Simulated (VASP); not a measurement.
# InSe in VASP: single point with r2SCAN

Aim: the single point of InSe with r2SCAN.

All numbers are computed with VASP 6.6.1; they aren't measurements. Logs are shortened: lines on timing, memory, paths and dates and some standing lists are left out, and cuts for length are marked.

## (1) The cell of the first run

The cell holds a sheet with vacuum, 4 atoms: a = 4.036 Å, b = 4.036 Å, c = 34.520 Å, α = 90.00°, β = 90.00°, γ = 120.00°.

## (2) Single point, r2SCAN

Input file POSCAR:

```
InSe
1.0
    4.0358494764      0.0000000000      0.0000000000
   -2.0179247382      3.4951481724      0.0000000000
    0.0000000000      0.0000000000     34.5200000026
Se In
2 2
Direct
    0.6666666667      0.3333333333      0.2033206702
    0.6666666667      0.3333333333      0.3575136287
    0.3333333333      0.6666666667      0.2399130014
    0.3333333333      0.6666666667      0.3209212975
```

Input file INCAR.step1:

```
SYSTEM = InSe
ALGO = Normal
DIPOL = 0.5 0.5 0.280
EDIFF = 1E-5
ENCUT = 440
GGA = PE
GGA_COMPAT = .FALSE.
IDIPOL = 3
ISMEAR = 0
LASPH = .TRUE.
LCHARG = .FALSE.
LDIPOL = .TRUE.
LREAL = .FALSE.
LWAVE = .TRUE.
NBANDS = 27
NELM = 120
NELMDL = -8
PREC = Accurate
SIGMA = 0.03
```

Input file INCAR.step2:

```
SYSTEM = InSe
ALGO = Normal
DIPOL = 0.5 0.5 0.280
EDIFF = 1E-6
ENCUT = 440
GGA_COMPAT = .FALSE.
IDIPOL = 3
ISIF = 2
ISMEAR = 0
ISTART = 1
LASPH = .TRUE.
LCHARG = .FALSE.
LDIPOL = .TRUE.
LMIXTAU = .TRUE.
LREAL = .FALSE.
LWAVE = .FALSE.
METAGGA = R2SCAN
NBANDS = 27
NELM = 120
PREC = Accurate
SIGMA = 0.03
```

Input file KPOINTS:

```
k-points
0
G
  12 12 1
  0 0 0
```

Potentials or basis: VASP PAW PBE potentials, release 64 (Se, In_d).

The run is started by

```bash
> cat potpaw_PBE.64/Se/POTCAR potpaw_PBE.64/In_d/POTCAR > POTCAR
> cp INCAR.step1 INCAR
> mpirun -np 1 vasp_std > vasp.out
> cp INCAR.step2 INCAR
> mpirun -np 1 vasp_std > vasp.out
```

OUTCAR:

```text
SYSTEM = InSe
   EDIFF = 1E-6
   ENCUT = 440
   ISIF = 2
   ISMEAR = 0
   ISTART = 1
   LASPH = .TRUE.
   LREAL = .FALSE.
   METAGGA = R2SCAN
   NELM = 120
   PREC = Accurate

 ion  position               nearest neighbor table
   1  0.667  0.333  0.203-   3 2.65   3 2.65   3 2.65
   2  0.667  0.333  0.358-   4 2.65   4 2.65   4 2.65
   3  0.333  0.667  0.240-   1 2.65   1 2.65   1 2.65   4 2.80
   4  0.333  0.667  0.321-   2 2.65   2 2.65   2 2.65   3 2.80

  LATTYP: Found a hexagonal cell.
 ALAT       =     4.0358494764
 C/A-ratio  =     8.5533417944

  Lattice vectors:

 A1 = (   4.0358494764,   0.0000000000,   0.0000000000)
 A2 = (  -2.0179247382,   3.4951481724,   0.0000000000)
 A3 = (   0.0000000000,   0.0000000000,  34.5200000026)

Analysis of symmetry for initial positions (statically):
=====================================================================
 Subroutine PRICEL returns:
 Original cell was already a primitive cell.

 Routine SETGRP: Setting up the symmetry group for a
 hexagonal supercell.

 Subroutine GETGRP returns: Found 12 space group operations
 (whereof  6 operations were pure point group operations)
 out of a pool of 24 trial point group operations.

The static configuration has the point symmetry C_3v.
 The point group associated with its full space group is D_3h.

Analysis of symmetry for dynamics (positions and initial velocities):
=====================================================================
 Subroutine PRICEL returns:
 Original cell was already a primitive cell.

 Routine SETGRP: Setting up the symmetry group for a
 hexagonal supercell.

 Subroutine GETGRP returns: Found 12 space group operations
 (whereof  6 operations were pure point group operations)
 out of a pool of 24 trial point group operations.

The dynamic configuration has the point symmetry C_3v.
 The point group associated with its full space group is D_3h.

 Subroutine INISYM returns: Found 12 space group operations
 (whereof  6 operations are pure point group operations),
 and found     1 'primitive' translations

----------------------------------------------------------------------------------------

                                     Primitive cell

  volume of cell :     486.9354

  direct lattice vectors                    reciprocal lattice vectors
     4.035849476  0.000000000  0.000000000     0.247779310  0.143055452  0.000000000
    -2.017924738  3.495148172  0.000000000     0.000000000  0.286110903  0.000000000
     0.000000000  0.000000000 34.520000003     0.000000000  0.000000000  0.028968714

  length of vectors
     4.035849476  4.035849476 34.520000003     0.286110903  0.286110903  0.028968714

  position of ions in fractional coordinates (direct lattice)
     0.666666667  0.333333333  0.203320670
     0.666666667  0.333333333  0.357513629
     0.333333333  0.666666667  0.239913001
     0.333333333  0.666666667  0.320921297

  ion indices of the primitive-cell ions
   primitive index   ion index
                 1           1
                 2           2
                 3           3
                 4           4

----------------------------------------------------------------------------------------

 KPOINTS: k-points

Automatic generation of k-mesh.
 Grid dimensions read from file:
 generate k-points for:   12   12    1

 Generating k-lattice:

  Cartesian coordinates                     Fractional coordinates (reciprocal lattice)
     0.020648276  0.011921288  0.000000000     0.083333333  0.000000000  0.000000000
     0.000000000  0.023842575  0.000000000     0.000000000  0.083333333  0.000000000
     0.000000000  0.000000000  0.028968714     0.000000000  0.000000000  1.000000000

  Length of vectors
     0.023842575  0.023842575  0.028968714

  Shift w.r.t. Gamma in fractional coordinates (k-lattice)
     0.000000000  0.000000000  0.000000000

 Subroutine IBZKPT returns following result:
 ===========================================

 Found     19 irreducible k-points:

 Following reciprocal coordinates:
            Coordinates               Weight
  0.000000  0.000000  0.000000      1.000000
  0.083333 -0.000000  0.000000      6.000000
  0.166667 -0.000000  0.000000      6.000000
  0.250000 -0.000000  0.000000      6.000000
  0.333333  0.000000  0.000000      6.000000
  0.416667  0.000000  0.000000      6.000000
[... 11 lines left out ...]
  0.333333  0.250000  0.000000     12.000000
  0.333333  0.333333  0.000000      2.000000
   k-points           NKPTS =     19   k-points in BZ     NKDIM =     19   number of bands    NBANDS=     27
   number of dos      NEDOS =    301   number of ions     NIONS =      4
   total plane-waves  NPLWV = 188160
   dimension x,y,z NGX =    28 NGY =   28 NGZ =  240
   dimension x,y,z NGXF=    56 NGYF=   56 NGZF=  480
   ions per type =               2   2
   NGX,Y,Z   is equivalent  to a cutoff of  11.53, 11.53, 11.56 a.u.
   NGXF,Y,Z  is equivalent  to a cutoff of  23.07, 23.07, 23.12 a.u.
 SYSTEM =  InSe
   PREC   = accura    normal or accurate (medium, high low for compatibility)
   ISTART =      1    job   : 0-new  1-cont  2-samecut
   ICHARG =      0    charge: 1-file 2-atom 10-const
   ISPIN  =      1    spin polarized calculation?
   LNONCOLLINEAR =      F non collinear calculations
   LSORBIT =      F    spin-orbit coupling
   LASPH  =      T    aspherical Exc in radial PAW
   ENCUT  =  440.0 eV  32.34 Ry    5.69 a.u.   6.90  6.90 59.04*2*pi/ulx,y,z
   NELM   =    120;   NELMIN=  2; NELMDL=  0     # of ELM steps
   EDIFF  = 0.1E-05   stopping-criterion for ELM
   LREAL  =      F    real-space projection
   EDIFFG = 0.1E-04   stopping-criterion for IOM
   NSW    =      0    number of steps for IOM
   IBRION =     -1    ionic relax: 0-MD 1-quasi-New 2-CG
   NFREE  =      0    steps in history (QN), initial steepest desc. (CG)
   ISIF   =      2    stress and relaxation
   ISYM   =      2    0-nonsym 1-usesym 2-fastsym
   POTIM  = 0.5000    time-step for ionic-motion
   TEBEG  =    0.0;   TEEND  =   0.0 temperature during run
   PSTRESS=    0.0 pullay stress
   NELECT =      38.0000    total number of electrons
   NUPDOWN=      -1.0000    fix difference up-down
   EMIN   =  10.00;   EMAX   =-10.00  energy-range for DOS
   EFERMI =   0.00;   METHOD = LEGACY
   ISMEAR =     0;   SIGMA  =   0.03  broadening in eV -4-tet -1-fermi 0-gaus
   EFERMI_NEDOS =   21; number of points for ismear=-14 and -15
   IALGO  =     38    algorithm
   IMIX   =      4    mixing-type and parameters
     AMIX     =   0.40;   BMIX     =  1.00
     AMIX_MAG =   1.60;   BMIX_MAG =  1.00
  volume/ion in A,a.u.               =     121.73       821.50
  Fermi-wavevector in a.u.,A,eV,Ry     =   0.699593  1.322039  6.659108  0.489431
  Thomas-Fermi vector in A             =   1.783515
   LORBIT       =      0    0 simple, 1 ext, 2 COOP (PROOUT), +10 PAW based schemes
   METAGGA = R2SCAN    functional components
   LHFCALC =     F    Hartree Fock is set to
   AEXX    =    0.0000 exact exchange contribution
   IVDW    =     0    specifies the selected vdW correction
   LEPSILON=     F    determine dielectric tensor
   LRPA    =     F    only Hartree local field effects (RPA)
 non-spin polarized calculation
 Gauss-broadening in eV      SIGMA  =   0.03
  energy-cutoff  :      440.00
  volume of cell :      486.94
 maximum number of plane-waves:     10235
 NGX is ok and might be reduce to    28
   NGX = 13   NGY = 13   NGZ =119

 number of electron      37.9999993 magnetization

 dipolmoment           0.000000      0.000000      0.000001 electrons x Angstroem

 Free energy of the ion-electron system (eV)
  ---------------------------------------------------
  ext. energy  EPLUGINS =         0.00000000
  ---------------------------------------------------
  free energy    TOTEN  =       -76.43030256 eV

  energy without entropy =      -76.43030256  energy(sigma->0) =      -76.43030256

 E-fermi :  -3.8224     XC(G=0):  -2.4593

 val. band max:       -3.9617929707   @ k =   0.0833   0.0833   0.0000
 cond. band min:      -2.0248451691   @ k =   0.0000   0.0000   0.0000
 fundamental gap:      1.9369478016
 Fermi energy:        -3.8223810028

 k-point     1 :       0.0000    0.0000    0.0000
  band No.  band energies     occupation
      1     -18.5272      2.00000
      2     -18.3414      2.00000
      3     -18.3414      2.00000
      4     -18.2528      2.00000
      5     -18.2528      2.00000
      6     -18.2289      2.00000
[... 19 lines left out ...]
     26       2.4262      0.00000
     27       2.6420      0.00000

 k-point     2 :       0.0833   -0.0000    0.0000
  band No.  band energies     occupation
      1     -18.5281      2.00000
      2     -18.3670      2.00000
      3     -18.3399      2.00000
      4     -18.2874      2.00000
      5     -18.2478      2.00000
      6     -18.2307      2.00000
[... 19 lines left out ...]
     26       2.4827      0.00000
     27       2.5132      0.00000

 k-point     3 :       0.1667   -0.0000    0.0000
  band No.  band energies     occupation
      1     -18.5370      2.00000
      2     -18.4202      2.00000
      3     -18.3639      2.00000
      4     -18.3366      2.00000
      5     -18.2358      2.00000
      6     -18.2341      2.00000
[... 19 lines left out ...]
     26       2.5864      0.00000
     27       2.7442      0.00000

 k-point     4 :       0.2500   -0.0000    0.0000
  band No.  band energies     occupation
      1     -18.5715      2.00000
      2     -18.4544      2.00000
      3     -18.4450      2.00000
      4     -18.3341      2.00000
      5     -18.2427      2.00000
      6     -18.2154      2.00000
[... 19 lines left out ...]
     26       2.8840      0.00000
     27       3.1324      0.00000
[... 366 lines left out ...]
      4     -18.3479      2.00000
      5     -18.2381      2.00000
      6     -18.1927      2.00000
[... 19 lines left out ...]
     26       3.9814      0.00000
     27       4.2557      0.00000

 k-point    18 :       0.3333    0.2500    0.0000
  band No.  band energies     occupation
      1     -18.6710      2.00000
      2     -18.5743      2.00000
      3     -18.4590      2.00000
      4     -18.3522      2.00000
      5     -18.2346      2.00000
      6     -18.1896      2.00000
[... 19 lines left out ...]
     26       4.3383      0.00000
     27       4.4707      0.00000

 k-point    19 :       0.3333    0.3333    0.0000
  band No.  band energies     occupation
      1     -18.6741      2.00000
      2     -18.5790      2.00000
      3     -18.4585      2.00000
      4     -18.3554      2.00000
      5     -18.2292      2.00000
      6     -18.1923      2.00000
[... 19 lines left out ...]
     26       4.2130      0.00000
     27       4.6441      0.00000

------------------------ aborting loop because EDIFF is reached ----------------------------------------

 vacuum level on the upper side and lower side of the slab       (xc-potential included)        -0.003        -0.002

  FORCE on cell =-STRESS in cart. coord.  units (eV):
  Direction    XX          YY          ZZ          XY          YZ          ZX
  --------------------------------------------------------------------------------------
  -------------------------------------------------------------------------------------
  Total        0.0270478      0.0270478      0.0366093      0.0000000      0.0000000      0.0000000
  in kB        0.0889963      0.0889963      0.1204565      0.0000000      0.0000000      0.0000000
  external PRESSURE =       0.0994830 kB  Pullay stress =       0.0000000 kB

 VOLUME and BASIS-vectors are now :
 -----------------------------------------------------------------------------
  energy-cutoff  :      440.00
  volume of cell :      486.94
      direct lattice vectors                 reciprocal lattice vectors
     4.035849476  0.000000000  0.000000000     0.247779310  0.143055452  0.000000000
    -2.017924738  3.495148172  0.000000000     0.000000000  0.286110903  0.000000000
     0.000000000  0.000000000 34.520000003     0.000000000  0.000000000  0.028968714

 POSITION                                       TOTAL-FORCE (eV/Angst)
 -----------------------------------------------------------------------------------
      2.01792      1.16505      7.01863        -0.000000     -0.000000     -0.015780
      2.01792      1.16505     12.34137         0.000000     -0.000000      0.015780
     -0.00000      2.33010      8.28180        -0.000000      0.000000      0.009265
     -0.00000      2.33010     11.07820         0.000000      0.000000     -0.009265
 -----------------------------------------------------------------------------------
    total drift:                                0.000000     -0.000001      0.000219

  FREE ENERGIE OF THE ION-ELECTRON SYSTEM (eV)
  ---------------------------------------------------
  free  energy   TOTEN  =       -76.4303025581 eV

  energy  without entropy=      -76.4303025581  energy(sigma->0) =      -76.43030256

 vacuum level on the upper side and lower side of the slab         2.246         2.247
```

It took 39 min on 1 thread of Oxide Virtual Turin-like, shared host; peak memory 0.55 GiB.

What came out:

```yaml
Free_energy: -76.4303 eV
Largest_force: 0.016 eV/Å
Band_gap_on_the_k_mesh: 1.94 eV (least direct gap 2.00 eV)
```

Forces on the atoms (eV/Å):
```
Se   0.000  0.000 -0.016
Se   0.000  0.000  0.016
In   0.000  0.000  0.009
In   0.000  0.000 -0.009
```

Caveat: the PAW data sets were made with another functional, which shifts forces and pressure a little; spin-orbit coupling is left out, which moves the levels of the heavy elements.
